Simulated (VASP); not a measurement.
# Ag (Fm-3m) in VASP: further runs, part 2 of 2

VASP 6.6.1. The steps go on from the part before.

### Step 4. Relaxation of cell and atoms, LDA

This run uses another cell than the first one, of 17.05 Å³/atom, 1.009 times its volume.

INCAR

```
SYSTEM = Ag
ALGO = Normal
EDIFF = 1E-7
EDIFFG = -0.01
ENCUT = 600
IBRION = 2
ISIF = 3
ISMEAR = 1
LASPH = .True.
LCHARG = .False.
LREAL = .False.
LWAVE = .False.
NELM = 100
NSW = 100
PREC = Accurate
SIGMA = 0.05
```

KPOINTS

```
k-points
0
Gamma
  13 13 13
  0 0 0
```

POSCAR

```
Ag
1.0
    2.8888850000      0.0000000000      0.0000000000
    1.4444425000      2.5018477986      0.0000000000
    1.4444425000      0.8339492662      2.3587647252
Ag
1
Direct
    0.0000000000      0.0000000000      0.0000000000
```

Potentials or basis: VASP PAW LDA potentials, release 64 (Ag).

Started as:

```console
$ cat potpaw_LDA.64/Ag/POTCAR > POTCAR
$ mpirun -np 1 vasp_std > vasp.out
```

Wall time 12 s (1 thread of Intel Xeon Platinum 8488C (Sapphire Rapids), shared host); peak memory 0.14 GiB.

It converged, with:

| Quantity | Value |
| --- | --- |
| Free energy | -3.7826 eV |
| Relaxed volume | 16.01 Å³/atom |
| Relaxed cell | a = 2.829 Å, b = 2.829 Å, c = 2.829 Å, α = 60.00°, β = 60.00°, γ = 60.00° |
| Space group after relaxing (to 0.05 Å) | Fm-3m (No. 225) |
| Energy gained by relaxing | 26.0 meV/atom |
| Ionic steps | 3 |
| Pressure after relaxing | -0.1 GPa |

The path:
```
step  energy change (eV)  largest force (eV/Å)  pressure (GPa)  volume (Å³)
   1              0.0000                0.0000           -7.42        17.05
   2             -0.0049                0.0000            8.69        15.17
   3             -0.0260                0.0000           -0.08        16.01
```

Final structure:
```cif
data_structure
_symmetry_space_group_name_H-M 'P 1'
_symmetry_Int_Tables_number 1
_cell_length_a 2.8290
_cell_length_b 2.8290
_cell_length_c 2.8290
_cell_angle_alpha 60.000
_cell_angle_beta 60.000
_cell_angle_gamma 60.000
_cell_volume 16.01
loop_
_atom_site_label
_atom_site_type_symbol
_atom_site_fract_x
_atom_site_fract_y
_atom_site_fract_z
_atom_site_occupancy
Ag1 Ag 0.00000 0.00000 0.00000 1
```

Levels at points of the mesh, in eV from the Fermi level:
```csv
k point,band 2,band 3,band 4,band 5,band 6,band 7,band 8,band 9
"(0.00, 0.00, 0.00)",-5.28,-5.28,-5.28,-4.10,-4.10,15.88,19.76,19.76
```

LDA usually gives volumes a few per cent too small. Zero-point motion and thermal expansion aren't in these numbers.

### Step 5. Relaxation of cell and atoms, PBE+D3(BJ)

This run uses another cell than the first one, of 17.05 Å³/atom, 1.009 times its volume.

INCAR

```
PREC     = Accurate       # precision mode
ENCUT    = 600            # plane-wave cutoff, eV
EDIFF    = 1E-6           # SCF threshold, eV
ISMEAR   = 1              # smearing method
SIGMA    = 0.05           # smearing width, eV
LREAL    = F              # projectors in reciprocal space
LASPH    = T              # aspherical terms in the spheres
NELM     = 80             # most SCF steps
ALGO     = Normal         # electronic algorithm
ISIF     = 3              # what is computed and relaxed
LWAVE    = F              # write WAVECAR
LCHARG   = F              # write CHGCAR
GGA      = PE             # functional
IVDW     = 12             # dispersion correction
IBRION   = 2              # ionic algorithm
NSW      = 100            # ionic steps
EDIFFG   = -0.01          # ionic threshold
```

KPOINTS

```
Automatic mesh
0
Gamma
  13 13 13
```

POSCAR is that of step 4.

Potentials or basis: VASP PAW PBE potentials, release 64 (Ag).

Started as:

```console
$ cat potpaw_PBE.64/Ag/POTCAR > POTCAR
$ mpirun -np 1 vasp_std > vasp.out
```

It took 12 s on 1 thread of Intel Xeon Platinum 8488C (Sapphire Rapids), shared host; peak memory 0.16 GiB.

It converged, with:

| Quantity | Value |
| --- | --- |
| Free energy | -3.2950 eV |
| Relaxed volume | 16.82 Å³/atom |
| Relaxed cell | a = 2.876 Å, b = 2.876 Å, c = 2.876 Å, α = 60.00°, β = 60.00°, γ = 60.00° |
| Space group after relaxing (to 0.05 Å) | Fm-3m (No. 225) |
| Energy gained by relaxing | 1.0 meV/atom |
| Ionic steps | 3 |
| Pressure after relaxing | 0.0 GPa |
| Dispersion energy per atom | -0.597 eV |

The path:
```tsv
step	energy change (eV)	largest force (eV/Å)	pressure (GPa)	volume (Å³)
1	0.0000	0.0000	-1.43	17.05
2	-0.0005	0.0000	1.04	16.68
3	-0.0010	0.0000	0.03	16.82
```

Final structure:
```cif
data_structure
_symmetry_space_group_name_H-M 'P 1'
_symmetry_Int_Tables_number 1
_cell_length_a 2.8762
_cell_length_b 2.8762
_cell_length_c 2.8762
_cell_angle_alpha 60.000
_cell_angle_beta 60.000
_cell_angle_gamma 60.000
_cell_volume 16.82
loop_
_atom_site_label
_atom_site_type_symbol
_atom_site_fract_x
_atom_site_fract_y
_atom_site_fract_z
_atom_site_occupancy
Ag1 Ag 0.00000 0.00000 0.00000 1
```

Levels at points of the mesh, in eV from the Fermi level:
| k point | band 4 | band 5 | band 6 | band 7 | band 8 | band 9 |
| --- | --- | --- | --- | --- | --- | --- |
| (0.00, 0.00, 0.00) | -5.10 | -4.04 | -4.04 | 15.82 | 19.48 | 19.48 |

Caveat: pairwise dispersion overbinds metals, which lowers pressure and volume.

### Step 6. Relaxation of cell and atoms, r2SCAN+rVV10

This run uses another cell than the first one, of 17.05 Å³/atom, 1.009 times its volume.

POSCAR is that of step 5.

INCAR.step1

```
PREC = Accurate ; ENCUT = 600
ISMEAR = 1 ; SIGMA = 0.05
LREAL = F ; LASPH = T
NELM = 60 ; GGA = PE
ALGO = Normal ; EDIFF = 1E-4
LWAVE = T ; LCHARG = F
```

INCAR.step2

```
PREC = Accurate ; ENCUT = 600
EDIFF = 1E-6 ; ISMEAR = 1
SIGMA = 0.05 ; LREAL = F
LASPH = T ; NELM = 60
ALGO = Normal ; ISIF = 3
LWAVE = F ; LCHARG = F
METAGGA = R2SCAN ; LMIXTAU = T
LUSE_VDW = T ; IVDW_NL = 2
BPARAM = 11.95 ; CPARAM = 0.0093
IBRION = 2 ; NSW = 100
EDIFFG = -0.01 ; ISTART = 1
```

KPOINTS is that of step 5.

Potentials or basis: VASP PAW PBE potentials, release 64 (Ag).

Started as:

```console
$ cat potpaw_PBE.64/Ag/POTCAR > POTCAR
$ cp INCAR.step1 INCAR
$ mpirun -np 1 vasp_std > vasp.out
$ cp INCAR.step2 INCAR
$ mpirun -np 1 vasp_std > vasp.out
```

Wall time 87 s (1 thread of Intel Xeon Platinum 8488C (Sapphire Rapids), shared host); peak memory 0.23 GiB.

It converged, with:

```yaml
Free_energy: -21.0325 eV
Relaxed_volume: 16.97 Å³/atom
Relaxed_cell: a = 2.884 Å, b = 2.884 Å, c = 2.884 Å, α = 60.00°, β = 60.00°, γ = 60.00°
Space_group_after_relaxing_to_0.05_Å: Fm-3m (No. 225)
Energy_gained_by_relaxing: 0.1 meV/atom
Ionic_steps: 3
Pressure_after_relaxing: 0.0 GPa
```

The path:
```tsv
step	energy change (eV)	largest force (eV/Å)	pressure (GPa)	volume (Å³)
1	0.0000	0.0000	-0.49	17.05
2	-0.0001	0.0000	0.39	16.92
3	-0.0001	0.0000	-0.02	16.97
```

Final structure:
```xyz
1
Lattice="2.8845 0.0000 0.0000 1.4422 2.4980 0.0000 1.4422 0.8327 2.3551" Properties=species:S:1:pos:R:3 pbc="T T T"
Ag    1.4422    0.8327    2.3551
```

Levels at points of the mesh, in eV from the Fermi level:
| k point | band 3 | band 4 | band 5 | band 6 | band 7 | band 8 | band 9 |
| --- | --- | --- | --- | --- | --- | --- | --- |
| (0.00, 0.00, 0.00) | -5.37 | -5.37 | -4.31 | -4.31 | 16.43 | 20.19 | 20.19 |

Caveat: the PAW data sets were made with another functional, which shifts forces and pressure a little.

### Step 7. Relaxation of cell and atoms, r2SCAN

This run uses another cell than the first one, of 17.05 Å³/atom, 1.009 times its volume.

POSCAR is that of step 6.

INCAR.step1

```
PREC     = Accurate       # precision mode
ENCUT    = 600            # plane-wave cutoff, eV
ISMEAR   = 1              # smearing method
SIGMA    = 0.05           # smearing width, eV
LREAL    = F              # projectors in reciprocal space
LASPH    = T              # aspherical terms in the spheres
NELM     = 80             # most SCF steps
GGA      = PE             # functional
ALGO     = Normal         # electronic algorithm
EDIFF    = 1E-4           # SCF threshold, eV
LWAVE    = T              # write WAVECAR
LCHARG   = F              # write CHGCAR
```

INCAR.step2

```
PREC     = Accurate       # precision mode
ENCUT    = 600            # plane-wave cutoff, eV
EDIFF    = 1E-6           # SCF threshold, eV
ISMEAR   = 1              # smearing method
SIGMA    = 0.05           # smearing width, eV
LREAL    = F              # projectors in reciprocal space
LASPH    = T              # aspherical terms in the spheres
NELM     = 80             # most SCF steps
ALGO     = Normal         # electronic algorithm
ISIF     = 3              # what is computed and relaxed
LWAVE    = F              # write WAVECAR
LCHARG   = F              # write CHGCAR
METAGGA  = R2SCAN         # meta-GGA
LMIXTAU  = T            
IBRION   = 2              # ionic algorithm
NSW      = 100            # ionic steps
EDIFFG   = -0.01          # ionic threshold
ISTART   = 1
```

KPOINTS is that of step 6.

Started as:

```console
$ cat potpaw_PBE.64/Ag/POTCAR > POTCAR
$ cp INCAR.step1 INCAR
$ mpirun -np 1 vasp_std > vasp.out
$ cp INCAR.step2 INCAR
$ mpirun -np 1 vasp_std > vasp.out
```

Wall time 62 s (1 thread of Intel Xeon Platinum 8488C (Sapphire Rapids), shared host); peak memory 0.15 GiB.

The run converged. Its results:

- Free energy: -21.3538 eV
- Relaxed volume: 17.26 Å³/atom
- Relaxed cell: a = 2.901 Å, b = 2.901 Å, c = 2.901 Å, α = 60.00°, β = 60.00°, γ = 60.00°
- Space group after relaxing (to 0.05 Å): Fm-3m (No. 225)
- Energy gained by relaxing: 0.9 meV/atom
- Ionic steps: 3
- Pressure after relaxing: 0.0 GPa

The path:
```csv
step,energy change (eV),largest force (eV/Å),pressure (GPa),volume (Å³)
1,0.0000,0.0000,1.39,17.05
2,-0.0004,0.0000,-0.93,17.42
3,-0.0009,0.0000,0.05,17.26
```

Final structure:
```
Ag
1.0
     2.90082    0.00000    0.00000
     1.45041    2.51219    0.00000
     1.45041    0.83740    2.36851
Ag
1
Direct
  0.00000 0.00000 0.00000
```

Levels at points of the mesh, in eV from the Fermi level:
```tsv
k point	band 3	band 4	band 5	band 6	band 7	band 8	band 9
(0.00, 0.00, 0.00)	-5.32	-5.32	-4.29	-4.29	16.41	20.06	20.06
```

Caveat: the PAW data sets were made with another functional, which shifts forces and pressure a little. Zero-point motion and thermal expansion aren't in these numbers.

### Step 8. Summary

```csv
task,level,potentials or basis,cell,cutoff (eV),gap on the mesh (eV),pressure (GPa),relaxed volume (Å³/atom)
single point,r2SCAN+rVV10,"VASP PAW PBE potentials, release 64 (Ag)","a = 2.880 Å, angles 60.0°, 1 atom",520,none,0.5,-
single point,r2SCAN,"VASP PAW PBE potentials, release 64 (Ag)","a = 2.900 Å, angles 60.0°, 1 atom",520,none,0.1,-
relaxation of cell and atoms,LDA,"VASP PAW LDA potentials, release 64 (Ag)","relaxed from a = 2.889 Å, angles 60.0°, 1 atom",600,none,-0.1,16.01
relaxation of cell and atoms,PBE+D3(BJ),"VASP PAW PBE potentials, release 64 (Ag)","relaxed from a = 2.889 Å, angles 60.0°, 1 atom",600,none,0.0,16.82
relaxation of cell and atoms,r2SCAN+rVV10,"VASP PAW PBE potentials, release 64 (Ag)","relaxed from a = 2.889 Å, angles 60.0°, 1 atom",600,none,0.0,16.97
relaxation of cell and atoms,r2SCAN,"VASP PAW PBE potentials, release 64 (Ag)","relaxed from a = 2.889 Å, angles 60.0°, 1 atom",600,none,0.0,17.26
```

Alike in all rows: no spin polarisation; k mesh 13 × 13 × 13; smearing methfessel-paxton 0.05 eV.

Caveats: the PAW data sets were made with another functional, which shifts forces and pressure a little (some runs); pairwise dispersion overbinds metals, which lowers pressure and volume (some runs).

Absolute energies hang on the potentials; compare differences alone.
